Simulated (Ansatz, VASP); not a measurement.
# Si3N4: VASP beside Ansatz

```xyz
14
Lattice="7.6170 0.0000 0.0000 -3.8085 6.5965 0.0000 0.0000 0.0000 2.8260" Properties=species:S:1:pos:R:3 pbc="T T T"
Si   -1.5951    5.0543    0.7065
Si    2.4423    1.1457    2.1195
Si    0.2289    2.6880    0.7065
Si    5.4036    1.5423    2.1195
Si    1.3662    5.4508    0.7065
Si    3.5796    3.9085    2.1195
N     0.0000    4.3977    0.7065
N     3.8085    2.1988    2.1195
N     2.4080    0.1755    0.7065
N     1.0520    2.1731    2.1195
N     6.2610    1.9976    0.7065
N     1.4005    6.4210    2.1195
N     2.7565    4.4234    0.7065
N    -2.4525    4.5989    2.1195
```

Change from the starting cell: z stretched by -3 %, ions relaxed.

Alike in both runs: functional PBE; k mesh 4 × 4 × 9; occupations fermi-dirac, width 0.02 eV; no spin polarisation.

Ansatz relaxed the structure, and its values are those at the end. VASP's run is a single point on that final structure, the one shown.

|  | VASP | Ansatz |
| --- | --- | --- |
| version | VASP 6.6.1 | Ansatz 0.2.0 |
| potentials or method | VASP PAW PBE potentials, release 64 (Si, N) | plane-wave PAW, scalar-relativistic |
| plane-wave cutoff (eV) | 520 | 420 |
| valence electrons in the cell | 64 | 64 |

|  | VASP | Ansatz | Ansatz less VASP |
| --- | --- | --- | --- |
| gap on the k mesh at the Fermi level (eV) | 4.55 | 4.56 | +0.008 |
| pressure (GPa) | 12.1 | 12.4 | +0.29 |
| rms of the force components (eV/Å) | 0.006 | 0.004 | -0.0015 |

The functional is the same, so the differences come from potentials, cutoffs and numerics. Ansatz's warnings: stress scf threshold loose.
